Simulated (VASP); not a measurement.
Here is a VASP 6.6.1 calculation.

Contents of INCAR:

```
  PREC = Accurate
  ENCUT = 520
  EDIFF = 1E-6
  ISMEAR = 0
  SIGMA = 0.02
  LREAL = F
  LASPH = T
  NELM = 60
  ALGO = Normal
  ISIF = 2
  LWAVE = F
  LCHARG = T
  GGA = PE
  LELF = T
  LVHAR = T
  NBANDS = 11
```

Contents of KPOINTS:

```
regular mesh
0
Gamma
  8 8 8
```

POSCAR

```
BeS
1.0
    0.0000000000      2.3882374560      2.3882374560
    2.3882374560      0.0000000000      2.3882374560
    2.3882374560      2.3882374560      0.0000000000
Be S
1 1
Direct
    0.2500000000      0.2500000000      0.2500000000
    0.5000000000      0.5000000000      0.5000000000
```

Potentials or basis: VASP PAW PBE potentials, release 64 (Be, S).

Launch:

```sh
$ cat potpaw_PBE.64/Be/POTCAR potpaw_PBE.64/S/POTCAR > POTCAR
$ mpirun -np 1 vasp_std > vasp.out
```

Estimate the pressure.

6.5 GPa.

What does it give for the band gap on the k mesh?

3.00 eV, indirect (least direct gap 5.65 eV).

 A k mesh can miss the band edges.
